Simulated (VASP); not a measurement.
Ta2C, 3 atoms in the cell. It takes space group P-3m1 (No. 164, trigonal). Conventional cell: a = 2.975 Å, b = 2.975 Å, c = 4.736 Å, α = 90.00°, β = 90.00°, γ = 120.00°. Within 3.0 Å of Ta (site symmetry 3m) lie 3 C at 2.10 Å and 12 Ta at 2.88 to 2.97 Å. C (site symmetry -3m) has 6 Ta at 2.10 Å within 2.8 Å. 

| Property | Result |
| --- | --- |
| Program | VASP 6.6.1 |
| Task | relaxation of cell and atoms |
| Functional | PBEsol |
| Potentials or basis | VASP PAW PBE potentials, release 64 (Ta_pv, C) |
| Cutoff | 600 eV |
| k mesh | 18 × 18 × 8 |
| Occupations | gaussian, width 0.1 eV |
| Spin | no spin polarisation |
| Target pressure | 40 GPa |
| Dipole correction | no |
| Further INCAR settings | ALGO = Normal; EDIFF = 1e-07; IBRION = 2; EDIFFG = -0.008; NSW = 70; ISIF = 3 |

Potentials or basis: VASP PAW PBE potentials, release 64 (Ta_pv, C).

Run with:

```bash
$ cat potpaw_PBE.64/Ta_pv/POTCAR potpaw_PBE.64/C/POTCAR > POTCAR
$ mpirun -np 1 vasp_std > vasp.out
```

Hardware: 1 thread of AMD EPYC 7R13 Processor (Zen 3), on a shared host.

Q: How long does it take, and how much memory?

A: Wall time 6.8 min on 1 thread of AMD EPYC 7R13 Processor (Zen 3) (shared host), peak memory 0.3 GiB. Counts: scf iterations 48, k points 266, ion steps 5.
